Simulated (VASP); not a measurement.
# Cd3Te2Se (P3m1) in VASP: further runs

Runs on Cd3Te2Se. Level: PBE. Tasks: relaxation of cell and atoms, single point.

Everything below comes from runs of VASP 6.6.1. Logs are shortened: lines on timing, memory, paths and dates and some standing lists are left out, and cuts for length are marked.

### Step 1. The cell of the first run

It takes space group P3m1 (No. 156, trigonal). The conventional cell has a = 4.306 Å, b = 4.306 Å, c = 10.548 Å, α = 90.00°, β = 90.00°, γ = 120.00°. Within 3.5 Å of Cd (site symmetry 3m) lie 4 Te at 2.64 Å. Cd (site symmetry 3m) has 1 Te at 2.64 Å and 3 Se at 2.64 Å within 3.5 Å. Cd (site symmetry 3m) has 3 Te at 2.64 Å and 1 Se at 2.64 Å within 3.5 Å. Within 3.5 Å of Te (site symmetry 3m) lie 4 Cd at 2.64 Å. Within 3.5 Å of Te (site symmetry 3m) lie 4 Cd at 2.64 Å. Se (site symmetry 3m) has 4 Cd at 2.64 Å within 3.5 Å.

### Step 2. Relaxation of cell and atoms, PBE

File INCAR:

```
  PREC = Accurate
  ENCUT = 600
  EDIFF = 1E-7
  ISMEAR = 0
  SIGMA = 0.1
  LREAL = False
  LASPH = True
  NELM = 100
  ALGO = Normal
  ISIF = 3
  LWAVE = False
  LCHARG = False
  GGA = PE
  IBRION = 2
  NSW = 90
  EDIFFG = -0.04
```

File KPOINTS:

```
Automatic mesh
0
Gamma
  6 6 2
```

File POSCAR:

```
Cd3Te2Se
1.0
    4.3061725600      0.0000000000      0.0000000000
   -2.1530862800      3.7292548300      0.0000000000
    0.0000000000      0.0000000000     10.5479255100
Cd Te Se
3 2 1
Direct
    0.0000000000      0.0000000000      0.0000000000
    0.3333333300      0.6666666700      0.6666666700
    0.6666666700      0.3333333300      0.3333333300
    0.3333333300      0.6666666700      0.9166666700
    0.0000000000      0.0000000000      0.2500000000
    0.6666666700      0.3333333300      0.5833333300
```

Potentials or basis: VASP PAW PBE potentials, release 64 (Cd, Te, Se).

On the command line:

```sh
$ cat potpaw_PBE.64/Cd/POTCAR potpaw_PBE.64/Te/POTCAR potpaw_PBE.64/Se/POTCAR > POTCAR
$ mpirun -np 1 vasp_std > vasp.out
```

OUTCAR:

```text
PREC = Accurate
   ENCUT = 600
   EDIFF = 1E-7
   ISMEAR = 0
   LREAL = False
   LASPH = True
   NELM = 100
   ISIF = 3
   GGA = PE
   IBRION = 2
   NSW = 90
   EDIFFG = -0.04

 ion  position               nearest neighbor table
   1  0.000  0.000  0.000-   4 2.64   5 2.64   4 2.64   4 2.64
   2  0.333  0.667  0.667-   4 2.64   6 2.64   6 2.64   6 2.64
   3  0.667  0.333  0.333-   5 2.64   6 2.64   5 2.64   5 2.64
   4  0.333  0.667  0.917-   1 2.64   2 2.64   1 2.64   1 2.64
   5  0.000  0.000  0.250-   3 2.64   1 2.64   3 2.64   3 2.64
   6  0.667  0.333  0.583-   3 2.64   2 2.64   2 2.64   2 2.64

  LATTYP: Found a hexagonal cell.
 ALAT       =     4.3061725600
 C/A-ratio  =     2.4494897413

  Lattice vectors:

 A1 = (   4.3061725600,   0.0000000000,   0.0000000000)
 A2 = (  -2.1530862800,   3.7292548300,   0.0000000000)
 A3 = (   0.0000000000,   0.0000000000,  10.5479255100)

Analysis of symmetry for initial positions (statically):
=====================================================================
 Subroutine PRICEL returns:
 Original cell was already a primitive cell.

 Routine SETGRP: Setting up the symmetry group for a
 hexagonal supercell.

 Subroutine GETGRP returns: Found  6 space group operations
 (whereof  6 operations were pure point group operations)
 out of a pool of 24 trial point group operations.

The static configuration has the point symmetry C_3v.

Analysis of symmetry for dynamics (positions and initial velocities):
=====================================================================
 Subroutine PRICEL returns:
 Original cell was already a primitive cell.

 Routine SETGRP: Setting up the symmetry group for a
 hexagonal supercell.

 Subroutine GETGRP returns: Found  6 space group operations
 (whereof  6 operations were pure point group operations)
 out of a pool of 24 trial point group operations.

The dynamic configuration has the point symmetry C_3v.

 Subroutine INISYM returns: Found  6 space group operations
 (whereof  6 operations are pure point group operations),
 and found     1 'primitive' translations

----------------------------------------------------------------------------------------

                                     Primitive cell

  volume of cell :     169.3872

  direct lattice vectors                    reciprocal lattice vectors
     4.306172560  0.000000000  0.000000000     0.232224786  0.134075043  0.000000000
    -2.153086280  3.729254830  0.000000000     0.000000000  0.268150085  0.000000000
     0.000000000  0.000000000 10.547925510     0.000000000  0.000000000  0.094805372
[... 86 lines left out ...]
   NFREE  =      1    steps in history (QN), initial steepest desc. (CG)
   ISIF   =      3    stress and relaxation
   ISYM   =      2    0-nonsym 1-usesym 2-fastsym
   POTIM  = 0.5000    time-step for ionic-motion
   TEBEG  =    0.0;   TEEND  =   0.0 temperature during run
   PSTRESS=    0.0 pullay stress
   NELECT =      54.0000    total number of electrons
   NUPDOWN=      -1.0000    fix difference up-down
   EMIN   =  10.00;   EMAX   =-10.00  energy-range for DOS
   EFERMI =   0.00;   METHOD = LEGACY
   ISMEAR =     0;   SIGMA  =   0.10  broadening in eV -4-tet -1-fermi 0-gaus
   EFERMI_NEDOS =   21; number of points for ismear=-14 and -15
   IALGO  =     38    algorithm
   IMIX   =      4    mixing-type and parameters
     AMIX     =   0.40;   BMIX     =  1.00
     AMIX_MAG =   1.60;   BMIX_MAG =  1.00
  volume/ion in A,a.u.               =      28.23       190.51
  Fermi-wavevector in a.u.,A,eV,Ry     =   1.118354  2.113382 17.017015  1.250715
  Thomas-Fermi vector in A             =   2.254984
   LORBIT       =      0    0 simple, 1 ext, 2 COOP (PROOUT), +10 PAW based schemes
   GGA     = PE    functional components
   LHFCALC =     F    Hartree Fock is set to
   AEXX    =    0.0000 exact exchange contribution
   IVDW    =     0    specifies the selected vdW correction
   LEPSILON=     F    determine dielectric tensor
   LRPA    =     F    only Hartree local field effects (RPA)
 conjugate gradient relaxation of ions
 non-spin polarized calculation
 Gauss-broadening in eV      SIGMA  =   0.10
  energy-cutoff  :      600.00
  volume of cell :      169.39
 maximum number of plane-waves:      5688
 NGX is ok and might be reduce to    36
   NGX = 17   NGY = 17   NGZ = 43

--------------------------------------- Ionic step        1  -------------------------------------------

 number of electron      53.9999987 magnetization

 Free energy of the ion-electron system (eV)
  ---------------------------------------------------
  ext. energy  EPLUGINS =         0.00000000
  ---------------------------------------------------
  free energy    TOTEN  =       -13.82416738 eV

  energy without entropy =      -13.82416738  energy(sigma->0) =      -13.82416738

------------------------ aborting loop because EDIFF is reached ----------------------------------------

  FORCE on cell =-STRESS in cart. coord.  units (eV):
  Direction    XX          YY          ZZ          XY          YZ          ZX
  --------------------------------------------------------------------------------------
  -------------------------------------------------------------------------------------
  Total       12.4535706     12.4535706     12.1465275     -0.0000000      0.0000000      0.0000000
  in kB      117.7942048    117.7942048    114.8899861     -0.0000000      0.0000000      0.0000000
  external PRESSURE =     116.8261319 kB  Pullay stress =       0.0000000 kB
[... 101 lines left out ...]
  FREE ENERGIE OF THE ION-ELECTRON SYSTEM (eV)
  ---------------------------------------------------
  free  energy   TOTEN  =       -14.9672154717 eV

  energy  without entropy=      -14.9671894244  energy(sigma->0) =      -14.96720245

[... ionic steps 4 to 7 ...]

--------------------------------------- Ionic step        8  -------------------------------------------

 number of electron      54.0000017 magnetization

------------------------ aborting loop because EDIFF is reached ----------------------------------------
[... 75 lines left out ...]
--------------------------------------- Ionic step       10  -------------------------------------------

 number of electron      54.0000019 magnetization

 Free energy of the ion-electron system (eV)
  ---------------------------------------------------
  ext. energy  EPLUGINS =         0.00000000
  ---------------------------------------------------
  free energy    TOTEN  =       -15.02000388 eV

  energy without entropy =      -15.01951412  energy(sigma->0) =      -15.01975900

 E-fermi :   1.6883     XC(G=0):  -8.4047

 val. band max:        1.5529661633   @ k =   0.0000   0.0000   0.0000
 cond. band min:       1.7998007677   @ k =   0.0000   0.0000   0.0000
 fundamental gap:      0.2468346043
 Fermi energy:         1.6883417799

 k-point     1 :       0.0000    0.0000    0.0000
  band No.  band energies     occupation
      1     -10.8352      2.00000
      2      -9.2638      2.00000
      3      -9.0968      2.00000
      4      -6.5966      2.00000
      5      -6.5966      2.00000
      6      -6.5826      2.00000
[... 512 lines left out ...]
  FREE ENERGIE OF THE ION-ELECTRON SYSTEM (eV)
  ---------------------------------------------------
  free  energy   TOTEN  =       -15.0200038766 eV

  energy  without entropy=      -15.0195141242  energy(sigma->0) =      -15.01975900

 reached required accuracy - stopping structural energy minimisation
```

OSZICAR:

```text
N       E                     dE             d eps       ncg     rms          rms(c)
DAV:   1     0.403818689176E+03    0.40382E+03   -0.27784E+04   896   0.170E+03
[... 118 lines left out ...]
DAV:   3    -0.150203130664E+02    0.10652E-02   -0.23017E-03  1056   0.324E-01    0.187E-01
DAV:   4    -0.150200126075E+02    0.30046E-03   -0.50461E-04  1064   0.146E-01    0.368E-02
DAV:   5    -0.150200019901E+02    0.10617E-04   -0.99887E-05  1064   0.816E-02    0.285E-02
DAV:   6    -0.150200027303E+02   -0.74022E-06   -0.68418E-06  1032   0.187E-02    0.213E-02
DAV:   7    -0.150200034157E+02   -0.68539E-06   -0.33331E-06  1056   0.150E-02    0.846E-03
DAV:   8    -0.150200038036E+02   -0.38795E-06   -0.95160E-07  1048   0.859E-03    0.204E-03
DAV:   9    -0.150200038766E+02   -0.72911E-07   -0.91953E-08   696   0.227E-03
  10 F= -.15020004E+02 E0= -.15019759E+02  d E =-.100755E-02
```

CONTCAR:

```text
Cd3Te2Se
   1.00000000000000
     4.5885802335141417    0.0000000000000000   -0.0000000000000000
    -2.2942901167570708    3.9738270494792682    0.0000000000000000
     0.0000000000000000   -0.0000000000000000   11.2164166274098509
  Cd              Te              Se
     3     2     1
Direct
     0.0000000000000000    0.0000000000000000    0.0006361353973779
     0.3333333300000021    0.6666666699999979    0.6538517491368731
     0.6666666699999979    0.3333333300000021    0.3458585445362645
     0.3333333300000021    0.6666666699999979    0.9093102562318258
     1.0000000000000000    0.0000000000000000    0.2550102520485790
     0.6666666699999979    0.3333333300000021    0.5853330626490795

  0.00000000E+00  0.00000000E+00  0.00000000E+00
  0.00000000E+00  0.00000000E+00  0.00000000E+00
  0.00000000E+00  0.00000000E+00  0.00000000E+00
  0.00000000E+00  0.00000000E+00  0.00000000E+00
  0.00000000E+00  0.00000000E+00  0.00000000E+00
  0.00000000E+00  0.00000000E+00  0.00000000E+00
```

Run time: 16 min. Hardware: 1 thread of Intel Xeon Platinum 8259CL at 2.50GHz (Skylake/Cascade Lake), shared host; peak memory 0.39 GiB.

What came out:

* Free energy: -15.0200 eV
* Relaxed volume: 34.09 Å³/atom
* Relaxed cell: a = 4.589 Å, b = 4.589 Å, c = 11.216 Å, α = 90.00°, β = 90.00°, γ = 120.00°
* Space group after relaxing (to 0.1 Å): P3m1 (No. 156)
* Energy gained by relaxing: 199.3 meV/atom
* Ionic steps: 10
* Pressure after relaxing: 0.1 GPa
* Largest force after relaxing: 0.011 eV/Å
* Band gap on the k mesh: 0.25 eV

Forces in eV/Å, atoms in the order of the input:
```
Cd   0.000  0.000 -0.011
Cd   0.000  0.000  0.001
Cd   0.000  0.000  0.005
Te   0.000  0.000  0.010
Te   0.000  0.000 -0.004
Se   0.000  0.000  0.000
```

Step by step:
```csv
step,energy change (eV),largest force (eV/Å),pressure (GPa),volume (Å³)
1,0.0000,0.9830,11.68,169.39
2,-0.9721,0.2767,-2.75,225.03
3,-1.1430,0.4210,-0.03,205.83
4,-1.1431,0.4137,-0.17,206.61
5,-1.1587,0.3253,-0.14,206.25
6,-1.1858,0.1922,0.00,205.20
7,-1.1878,0.2083,0.06,204.80
8,-1.1946,0.1125,-0.05,205.18
9,-1.1948,0.0933,-0.07,205.26
10,-1.1958,0.0107,0.05,204.52
```

Final structure:
```cif
data_structure
_symmetry_space_group_name_H-M 'P 1'
_symmetry_Int_Tables_number 1
_cell_length_a 4.5886
_cell_length_b 4.5886
_cell_length_c 11.2164
_cell_angle_alpha 90.000
_cell_angle_beta 90.000
_cell_angle_gamma 120.000
_cell_volume 204.52
loop_
_atom_site_label
_atom_site_type_symbol
_atom_site_fract_x
_atom_site_fract_y
_atom_site_fract_z
_atom_site_occupancy
Cd1 Cd 0.00000 0.00000 0.00064 1
Cd2 Cd 0.33333 0.66667 0.65385 1
Cd3 Cd 0.66667 0.33333 0.34586 1
Te1 Te 0.33333 0.66667 0.90931 1
Te2 Te 0.00000 0.00000 0.25501 1
Se1 Se 0.66667 0.33333 0.58533 1
```

Caveat: the volume moved by over 15 % at a fixed basis, so the end points are rough; semilocal functionals underestimate gaps, and a narrow one can read as zero; spin-orbit coupling is left out, which moves the levels of the heavy elements.

[end of part 1 of 2]
